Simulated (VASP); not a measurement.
# HgTe (F-43m) in VASP: notebook

The runs below take HgTe through relaxation of cell and atoms, single point, with LDA, r2SCAN, PBE.

All numbers are computed with VASP 6.6.1; they aren't measurements. Logs are shortened: lines on timing, memory, paths and dates and some standing lists are left out, and cuts for length are marked.

## Step 1: The cell of the first run

It takes space group F-43m (No. 216, cubic). Conventional cell: a = 6.461 Å, b = 6.461 Å, c = 6.461 Å, α = 90.00°, β = 90.00°, γ = 90.00°. Hg (site symmetry -43m) has 4 Te at 2.80 Å within 3.7 Å. Within 3.7 Å of Te (site symmetry -43m) lie 4 Hg at 2.80 Å.

## Step 2: Relaxation of cell and atoms, LDA

INCAR

```
SYSTEM = HgTe
  ALGO = Normal
  EDIFF = 1E-7
  EDIFFG = -0.002
  ENCUT = 600
  IBRION = 2
  ISIF = 3
  ISMEAR = 0
  LASPH = .True.
  LCHARG = .False.
  LREAL = .False.
  LWAVE = .False.
  NELM = 100
  NSW = 80
  PREC = Accurate
  SIGMA = 0.05
```

KPOINTS

```
k-points
0
Gamma
  8 8 8
  0 0 0
```

POSCAR

```
HgTe
1.0
    0.0000000000      3.2305000000      3.2305000000
    3.2305000000      0.0000000000      3.2305000000
    3.2305000000      3.2305000000      0.0000000000
Hg Te
1 1
Direct
    0.0000000000      0.0000000000      0.0000000000
    0.2500000000      0.2500000000      0.2500000000
```

Potentials or basis: VASP PAW LDA potentials, release 64 (Hg, Te).

Command:

```sh
> cat potpaw_LDA.64/Hg/POTCAR potpaw_LDA.64/Te/POTCAR > POTCAR
> mpirun -np 1 vasp_std > vasp.out
```

OUTCAR:

```text
SYSTEM = HgTe
   EDIFF = 1E-7
   EDIFFG = -0.002
   ENCUT = 600
   IBRION = 2
   ISIF = 3
   ISMEAR = 0
   LASPH = .True.
   LREAL = .False.
   NELM = 100
   NSW = 80
   PREC = Accurate

 ion  position               nearest neighbor table
   1  0.000  0.000  0.000-   2 2.80   2 2.80   2 2.80   2 2.80
   2  0.250  0.250  0.250-   1 2.80   1 2.80   1 2.80   1 2.80

  LATTYP: Found a face centered cubic cell.
 ALAT       =     6.4610000000

  Lattice vectors:

 A1 = (   0.0000000000,   3.2305000000,   3.2305000000)
 A2 = (   3.2305000000,   0.0000000000,   3.2305000000)
 A3 = (   3.2305000000,   3.2305000000,   0.0000000000)

Analysis of symmetry for initial positions (statically):
=====================================================================
 Subroutine PRICEL returns:
 Original cell was already a primitive cell.

 Routine SETGRP: Setting up the symmetry group for a
 face centered cubic supercell.

 Subroutine GETGRP returns: Found 24 space group operations
 (whereof 24 operations were pure point group operations)
 out of a pool of 48 trial point group operations.

The static configuration has the point symmetry T_d .

Analysis of symmetry for dynamics (positions and initial velocities):
=====================================================================
 Subroutine PRICEL returns:
 Original cell was already a primitive cell.

 Routine SETGRP: Setting up the symmetry group for a
 face centered cubic supercell.

 Subroutine GETGRP returns: Found 24 space group operations
 (whereof 24 operations were pure point group operations)
 out of a pool of 48 trial point group operations.

The dynamic configuration has the point symmetry T_d .

 Subroutine INISYM returns: Found 24 space group operations
 (whereof 24 operations are pure point group operations),
 and found     1 'primitive' translations

----------------------------------------------------------------------------------------

                                     Primitive cell

  volume of cell :      67.4278

  direct lattice vectors                    reciprocal lattice vectors
     0.000000000  3.230500000  3.230500000    -0.154774803  0.154774803  0.154774803
     3.230500000  0.000000000  3.230500000     0.154774803 -0.154774803  0.154774803
     3.230500000  3.230500000  0.000000000     0.154774803  0.154774803 -0.154774803

  length of vectors
     4.568616913  4.568616913  4.568616913     0.268077822  0.268077822  0.268077822

  position of ions in fractional coordinates (direct lattice)
     0.000000000  0.000000000  0.000000000
     0.250000000  0.250000000  0.250000000

  ion indices of the primitive-cell ions
   primitive index   ion index
                 1           1
                 2           2

----------------------------------------------------------------------------------------

 KPOINTS: k-points

Automatic generation of k-mesh.
 Grid dimensions read from file:
 generate k-points for:    8    8    8

 Generating k-lattice:

  Cartesian coordinates                     Fractional coordinates (reciprocal lattice)
    -0.019346850  0.019346850  0.019346850     0.125000000  0.000000000  0.000000000
     0.019346850 -0.019346850  0.019346850     0.000000000  0.125000000  0.000000000
     0.019346850  0.019346850 -0.019346850     0.000000000  0.000000000  0.125000000

  Length of vectors
     0.033509728  0.033509728  0.033509728

  Shift w.r.t. Gamma in fractional coordinates (k-lattice)
     0.000000000  0.000000000  0.000000000

 Subroutine IBZKPT returns following result:
 ===========================================

 Found     29 irreducible k-points:

 Following reciprocal coordinates:
            Coordinates               Weight
  0.000000  0.000000  0.000000      1.000000
  0.125000  0.000000  0.000000      8.000000
  0.250000  0.000000  0.000000      8.000000
  0.375000  0.000000  0.000000      8.000000
  0.500000  0.000000  0.000000      4.000000
  0.125000  0.125000  0.000000      6.000000
[... 16 lines left out ...]
  0.500000  0.250000  0.125000     48.000000
 -0.375000  0.250000  0.125000     24.000000
 [... further k-points ...]
   k-points           NKPTS =     29   k-points in BZ     NKDIM =     29   number of bands    NBANDS=     13
   number of dos      NEDOS =    301   number of ions     NIONS =      2
   total plane-waves  NPLWV =  46656
   dimension x,y,z NGX =    36 NGY =   36 NGZ =   36
   dimension x,y,z NGXF=    72 NGYF=   72 NGZF=   72
   ions per type =               1   1
   NGX,Y,Z   is equivalent  to a cutoff of  13.10, 13.10, 13.10 a.u.
   NGXF,Y,Z  is equivalent  to a cutoff of  26.20, 26.20, 26.20 a.u.
 SYSTEM =  HgTe
   PREC   = accura    normal or accurate (medium, high low for compatibility)
   ISTART =      0    job   : 0-new  1-cont  2-samecut
   ICHARG =      2    charge: 1-file 2-atom 10-const
   ISPIN  =      1    spin polarized calculation?
   LNONCOLLINEAR =      F non collinear calculations
   LSORBIT =      F    spin-orbit coupling
   LASPH  =      T    aspherical Exc in radial PAW
   ENCUT  =  600.0 eV  44.10 Ry    6.64 a.u.   9.12  9.12  9.12*2*pi/ulx,y,z
   NELM   =    100;   NELMIN=  2; NELMDL= -5     # of ELM steps
   EDIFF  = 0.1E-06   stopping-criterion for ELM
   LREAL  =      F    real-space projection
   EDIFFG = -.2E-02   stopping-criterion for IOM
   NSW    =     80    number of steps for IOM
   IBRION =      2    ionic relax: 0-MD 1-quasi-New 2-CG
   NFREE  =      1    steps in history (QN), initial steepest desc. (CG)
   ISIF   =      3    stress and relaxation
   ISYM   =      2    0-nonsym 1-usesym 2-fastsym
   POTIM  = 0.5000    time-step for ionic-motion
   TEBEG  =    0.0;   TEEND  =   0.0 temperature during run
   PSTRESS=    0.0 pullay stress
   NELECT =      18.0000    total number of electrons
   NUPDOWN=      -1.0000    fix difference up-down
   EMIN   =  10.00;   EMAX   =-10.00  energy-range for DOS
   EFERMI =   0.00;   METHOD = LEGACY
   ISMEAR =     0;   SIGMA  =   0.05  broadening in eV -4-tet -1-fermi 0-gaus
   EFERMI_NEDOS =   21; number of points for ismear=-14 and -15
   IALGO  =     38    algorithm
   IMIX   =      4    mixing-type and parameters
     AMIX     =   0.40;   BMIX     =  1.00
     AMIX_MAG =   1.60;   BMIX_MAG =  1.00
  volume/ion in A,a.u.               =      33.71       227.51
  Fermi-wavevector in a.u.,A,eV,Ry     =   1.054110  1.991979 15.118084  1.111148
  Thomas-Fermi vector in A             =   2.189258
   LORBIT       =      0    0 simple, 1 ext, 2 COOP (PROOUT), +10 PAW based schemes
   GGA     = CA    functional components
   LHFCALC =     F    Hartree Fock is set to
   AEXX    =    0.0000 exact exchange contribution
   IVDW    =     0    specifies the selected vdW correction
   LEPSILON=     F    determine dielectric tensor
   LRPA    =     F    only Hartree local field effects (RPA)
 conjugate gradient relaxation of ions
 non-spin polarized calculation
 Gauss-broadening in eV      SIGMA  =   0.05
  energy-cutoff  :      600.00
  volume of cell :       67.43
 maximum number of plane-waves:      2272
   NGX = 19   NGY = 19   NGZ = 19

--------------------------------------- Ionic step        1  -------------------------------------------

 number of electron      18.0000001 magnetization

 Free energy of the ion-electron system (eV)
  ---------------------------------------------------
  ext. energy  EPLUGINS =         0.00000000
  ---------------------------------------------------
  free energy    TOTEN  =        -5.03578610 eV

  energy without entropy =       -5.03563545  energy(sigma->0) =       -5.03571077

------------------------ aborting loop because EDIFF is reached ----------------------------------------

  FORCE on cell =-STRESS in cart. coord.  units (eV):
  Direction    XX          YY          ZZ          XY          YZ          ZX
  --------------------------------------------------------------------------------------
  -------------------------------------------------------------------------------------
  Total       -0.1150953     -0.1150953     -0.1150953      0.0000000      0.0000000     -0.0000000
  in kB       -2.7348204     -2.7348204     -2.7348204      0.0000000      0.0000000     -0.0000000
  external PRESSURE =      -2.7348204 kB  Pullay stress =       0.0000000 kB
[... 201 lines left out ...]
  energy  without entropy=       -5.0359561226  energy(sigma->0) =       -5.03603145

--------------------------------------- Ionic step        7  -------------------------------------------

 number of electron      18.0000001 magnetization

 Free energy of the ion-electron system (eV)
  ---------------------------------------------------
  ext. energy  EPLUGINS =         0.00000000
  ---------------------------------------------------
  free energy    TOTEN  =        -5.03610692 eV

  energy without entropy =       -5.03595628  energy(sigma->0) =       -5.03603160

 E-fermi :   2.9931     XC(G=0):  -9.1299

 val. band max:        2.9778434230   @ k =   0.0000   0.0000   0.0000
 cond. band min:       3.5764951525   @ k =   0.5000   0.0000   0.0000
 fundamental gap:      0.5986517296
 Fermi energy:         2.9930719028

 k-point     1 :       0.0000    0.0000    0.0000
  band No.  band energies     occupation
      1      -9.1129      2.00000
      2      -4.4389      2.00000
      3      -4.4389      2.00000
      4      -4.4389      2.00000
      5      -3.8977      2.00000
      6      -3.8977      2.00000
      7       2.1263      2.00000
      8       2.9778      1.33333
      9       2.9778      1.33333
     10       2.9778      1.33333
     11       7.1224      0.00000
     12       7.1224      0.00000
     13       7.1224      0.00000
[... 353 lines left out ...]
 k-point    24 :      -0.3750    0.2500    0.1250
  band No.  band energies     occupation
      1      -8.4301      2.00000
      2      -4.2732      2.00000
      3      -4.2389      2.00000
      4      -3.9380      2.00000
      5      -3.8930      2.00000
      6      -3.5125      2.00000
      7      -2.4712      2.00000
      8       0.4671      2.00000
      9       1.3991      2.00000
     10       5.1782      0.00000
     11       7.2633      0.00000
     12       8.4903      0.00000
     13       9.9170      0.00000

 [... further k-points ...]

------------------------ aborting loop because EDIFF is reached ----------------------------------------

  FORCE on cell =-STRESS in cart. coord.  units (eV):
  Direction    XX          YY          ZZ          XY          YZ          ZX
  --------------------------------------------------------------------------------------
  -------------------------------------------------------------------------------------
  Total       -0.0035386     -0.0035386     -0.0035386      0.0000000      0.0000000     -0.0000000
  in kB       -0.0845494     -0.0845494     -0.0845494      0.0000000      0.0000000     -0.0000000
  external PRESSURE =      -0.0845494 kB  Pullay stress =       0.0000000 kB
[... 17 lines left out ...]
  FREE ENERGIE OF THE ION-ELECTRON SYSTEM (eV)
  ---------------------------------------------------
  free  energy   TOTEN  =        -5.0361069242 eV

  energy  without entropy=       -5.0359562772  energy(sigma->0) =       -5.03603160

 reached required accuracy - stopping structural energy minimisation
```

Wall time 2.3 min (1 thread of Intel Xeon 8259CL, shared host); peak memory 0.19 GiB.

Results:

```
Free energy                           : -5.0361 eV
Relaxed volume                        : 33.53 Å³/atom
Relaxed cell                          : a = 4.560 Å, b = 4.560 Å, c = 4.560 Å, α = 60.00°, β = 60.00°, γ = 60.00°
Space group after relaxing (to 0.1 Å) : F-43m (No. 216)
Energy gained by relaxing             : 0.2 meV/atom
Ionic steps                           : 7
Pressure after relaxing               : 0.0 GPa
Band gap on the k mesh                : zero (filled and empty bands touch)
```

Step by step:
```
step  energy change (eV)  largest force (eV/Å)  pressure (GPa)  volume (Å³)
   1              0.0000                0.0000           -0.27        67.43
   2             -0.0003                0.0000            0.13        66.87
   3             -0.0003                0.0000            0.02        67.05
   4             -0.0003                0.0000           -0.02        67.07
   5             -0.0003                0.0000           -0.02        67.06
   6             -0.0003                0.0000           -0.01        67.06
   7             -0.0003                0.0000           -0.01        67.06
```

Final structure:
```cif
data_structure
_symmetry_space_group_name_H-M 'P 1'
_symmetry_Int_Tables_number 1
_cell_length_a 4.5602
_cell_length_b 4.5602
_cell_length_c 4.5602
_cell_angle_alpha 60.000
_cell_angle_beta 60.000
_cell_angle_gamma 60.000
_cell_volume 67.06
loop_
_atom_site_label
_atom_site_type_symbol
_atom_site_fract_x
_atom_site_fract_y
_atom_site_fract_z
_atom_site_occupancy
Hg1 Hg 0.00000 0.00000 0.00000 1
Te1 Te 0.25000 0.25000 0.25000 1
```

Caveat: semilocal functionals underestimate gaps, so a narrow gap can read as zero; spin-orbit coupling is left out, which moves the levels of the heavy elements.

## Step 3: Relaxation of cell and atoms, r2SCAN

POSCAR is that of step 2.

INCAR.step1

```
SYSTEM = HgTe
ALGO     = Normal         ! electronic algorithm
EDIFF    = 1E-4           ! SCF threshold, eV
ENCUT    = 600            ! plane-wave cutoff, eV
GGA      = PE             ! functional
ISMEAR   = 0              ! smearing method
LASPH    = .TRUE.         ! aspherical terms in the spheres
LCHARG   = .FALSE.        ! write CHGCAR
LREAL    = .FALSE.        ! projectors in reciprocal space
LWAVE    = .TRUE.         ! write WAVECAR
NELM     = 100            ! most SCF steps
PREC     = Accurate       ! precision mode
SIGMA    = 0.05           ! smearing width, eV
```

INCAR.step2

```
SYSTEM = HgTe
ALGO     = Normal         ! electronic algorithm
EDIFF    = 1E-6           ! SCF threshold, eV
EDIFFG   = -0.002         ! ionic threshold
ENCUT    = 600            ! plane-wave cutoff, eV
IBRION   = 2              ! ionic algorithm
ISIF     = 3              ! what is computed and relaxed
ISMEAR   = 0              ! smearing method
ISTART   = 1            
LASPH    = .TRUE.         ! aspherical terms in the spheres
LCHARG   = .FALSE.        ! write CHGCAR
LMIXTAU  = .TRUE.       
LREAL    = .FALSE.        ! projectors in reciprocal space
LWAVE    = .FALSE.        ! write WAVECAR
METAGGA  = R2SCAN         ! meta-GGA
NELM     = 100            ! most SCF steps
NSW      = 80             ! ionic steps
PREC     = Accurate       ! precision mode
SIGMA    = 0.05           ! smearing width, eV
```

KPOINTS

```
k-points
0
G
  8 8 8
  0 0 0
```

Potentials or basis: VASP PAW PBE potentials, release 64 (Hg, Te).

Command:

```sh
> cat potpaw_PBE.64/Hg/POTCAR potpaw_PBE.64/Te/POTCAR > POTCAR
> cp INCAR.step1 INCAR
> mpirun -np 1 vasp_std > vasp.out
> cp INCAR.step2 INCAR
> mpirun -np 1 vasp_std > vasp.out
```

It took 13 min on 1 thread of Intel Xeon 8259CL, shared host; peak memory 0.26 GiB.

It converged, with:

```
Free energy                           : -75.1624 eV
Relaxed volume                        : 35.57 Å³/atom
Relaxed cell                          : a = 4.651 Å, b = 4.651 Å, c = 4.651 Å, α = 60.00°, β = 60.00°, γ = 60.00°
Space group after relaxing (to 0.1 Å) : F-43m (No. 216)
Energy gained by relaxing             : 13.5 meV/atom
Ionic steps                           : 6
Pressure after relaxing               : 0.0 GPa
Band gap on the k mesh                : zero (filled and empty bands touch)
```

Step by step:
```tsv
step	energy change (eV)	largest force (eV/Å)	pressure (GPa)	volume (Å³)
1	0.0000	0.0000	2.47	67.43
2	-0.0232	0.0000	-0.79	72.62
3	-0.0270	0.0000	0.01	71.12
4	-0.0270	0.0000	-0.04	71.20
5	-0.0270	0.0000	0.01	71.12
6	-0.0270	0.0000	0.01	71.14
```

Final structure:
```cif
data_structure
_symmetry_space_group_name_H-M 'P 1'
_symmetry_Int_Tables_number 1
_cell_length_a 4.6510
_cell_length_b 4.6510
_cell_length_c 4.6510
_cell_angle_alpha 60.000
_cell_angle_beta 60.000
_cell_angle_gamma 60.000
_cell_volume 71.14
loop_
_atom_site_label
_atom_site_type_symbol
_atom_site_fract_x
_atom_site_fract_y
_atom_site_fract_z
_atom_site_occupancy
Hg1 Hg 0.00000 0.00000 0.00000 1
Te1 Te 0.25000 0.25000 0.25000 1
```

Levels at points of the mesh, in eV from the Fermi level:
| k point | band 6 | band 7 | band 8 | band 9 | band 10 | band 11 | band 12 | band 13 |
| --- | --- | --- | --- | --- | --- | --- | --- | --- |
| (0.00, 0.00, 0.00) | -6.85 | -0.56 | -0.02 | -0.02 | -0.02 | 4.65 | 4.65 | 4.65 |
| (0.50, 0.00, 0.00) | -6.56 | -5.31 | -0.93 | -0.93 | 0.93 | 5.41 | 5.41 | 7.13 |
| (0.50, 0.50, 0.00) | -6.42 | -5.31 | -2.15 | -2.15 | 2.08 | 2.85 | 8.49 | 9.21 |

Caveat: semilocal functionals underestimate gaps, so a narrow gap can read as zero; the PAW data sets were made with another functional, which shifts forces and pressure a little; spin-orbit coupling is left out, which moves the levels of the heavy elements.

## Step 4: Single point, LDA, non-collinear spin, zero start, spin-orbit coupling

INCAR

```
SYSTEM = HgTe
PREC = Accurate ; ENCUT = 520
EDIFF = 1E-7 ; ISMEAR = 0
SIGMA = 0.01 ; LREAL = .False.
LASPH = .True. ; NELM = 150
ALGO = Normal ; ISIF = 2
LWAVE = .False. ; LCHARG = .False.
MAGMOM = 0 0 0 0 0 0 ; LORBIT = 11
LSORBIT = .True. ; GGA_COMPAT = .False.
LORBMOM = .True. ; NBANDS = 30
```

KPOINTS

```
Automatic mesh
0
Gamma
  8 8 8
  0 0 0
```

POSCAR is that of step 3.

Potentials or basis: VASP PAW LDA potentials, release 64 (Hg, Te).

Command:

```sh
> cat potpaw_LDA.64/Hg/POTCAR potpaw_LDA.64/Te/POTCAR > POTCAR
> mpirun -np 1 vasp_ncl > vasp.out
```

Run time: 6.5 min. Hardware: 1 thread of Intel Xeon 8259CL, shared host; peak memory 0.37 GiB.

Results (log left out):

```
Free energy                                           : -5.4518 eV
Pressure                                              : -0.5 GPa
Net moment                                            : 0.00 μB per cell
Valence electrons inside the program's atomic spheres : Hg 10.55; Te 3.38
```

Moments on the atoms (μB; x, y, z):
```
Hg  0.00 0.00 0.00
Te  0.00 0.00 0.00
```

(Continued in part 2 of 2.)
